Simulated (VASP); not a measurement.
Wanted: the native input for a VASP 6.6.1 run.

- Task: relaxation of cell and atoms
- Functional: LAK
- Potentials or basis: VASP PAW PBE potentials, release 64 (Se)
- Cutoff: 650 eV
- k mesh: 7 × 7 × 6
- Occupations: gaussian, width 0.03 eV
- Spin: no spin polarisation
- Tolerance level: standard
- Purpose: cell
- Passes: 3
- Further INCAR settings: ALGO = Normal; EDIFF = 1e-07

Se:

```
Se
1.0
     4.36620    0.00000    0.00000
    -2.18310    3.78124    0.00000
     0.00000    0.00000    4.95360
Se
3
Direct
  0.77460 0.77460 0.00000
  0.00000 0.22540 0.66667
  0.22540 0.00000 0.33333
```

One way to write it, as run:

POSCAR

```
Se
1.0
    4.3662000000      0.0000000000      0.0000000000
   -2.1831000000      3.7812401180      0.0000000000
    0.0000000000      0.0000000000      4.9536000000
Se
3
Direct
    0.7746000000      0.7746000000      0.0000000000
    0.0000000000      0.2254000000      0.6666666667
    0.2254000000      0.0000000000      0.3333333333
```

INCAR.step1

```
  METAGGA = LAK
  ISMEAR = 0
  SIGMA = 0.03
  LWAVE = F
  LCHARG = F
  NSW = 80
  PREC = Accurate
  LASPH = T
  LREAL = F
  ALGO = Normal
  EDIFF = 1E-7
  NELM = 120
  GGA_COMPAT = F
  IBRION = 2
  ISIF = 3
  EDIFFG = -0.002
  NELMIN = 4
  ENCUT = 650
  EFERMI = MIDGAP
  LMIXTAU = T
  KPAR = 4
  POTIM = 0.5
```

INCAR.step4

```
  METAGGA = LAK
  ISMEAR = 0
  SIGMA = 0.03
  LWAVE = F
  LCHARG = F
  PREC = Accurate
  LASPH = T
  LREAL = F
  ALGO = Normal
  EDIFF = 1E-7
  NELM = 120
  GGA_COMPAT = F
  ISIF = 2
  ENCUT = 650
  EFERMI = MIDGAP
  LMIXTAU = T
  KPAR = 4
```

KPOINTS

```
Automatic mesh
0
Gamma
  7 7 6
  0 0 0
```

Potentials or basis: VASP PAW PBE potentials, release 64 (Se).

Run with:

```console
$ cat potpaw_PBE.64/Se/POTCAR > POTCAR
$ cp INCAR.step1 INCAR
$ cp POSCAR.step1 POSCAR
$ mpirun -np 4 vasp_std > vasp.out
$ cp CONTCAR POSCAR
$ mpirun -np 4 vasp_std > vasp.out
$ cp CONTCAR POSCAR
$ mpirun -np 4 vasp_std > vasp.out
$ cp CONTCAR POSCAR
$ cp INCAR.step4 INCAR
$ mpirun -np 4 vasp_std > vasp.out
```

It gave:

* Relaxed volume: 31.37 Å³/atom
* Relaxed cell: a = 4.664 Å, b = 4.664 Å, c = 4.995 Å, α = 90.00°, β = 90.00°, γ = 120.00°
* Space group after relaxing (to 0.1 Å): P3_121 (No. 152)
* Energy gained by relaxing: 32.1 meV/atom
* Ionic steps: 24
* Pressure after relaxing: 0.0 GPa
* Band gap on the k mesh: 1.76 eV (least direct gap 1.93 eV)

Caveat: the volume moved by over 15 % at a fixed basis, so the end points are rough; the PAW data sets were made with another functional, which shifts forces and pressure a little.

Run time: 23 min on 4 MPI ranks on Intel(R) Xeon(R) Platinum 8259CL CPU @ 2.50GHz (Skylake/Cascade Lake), on a shared host, peak memory 0.29 GiB a rank.
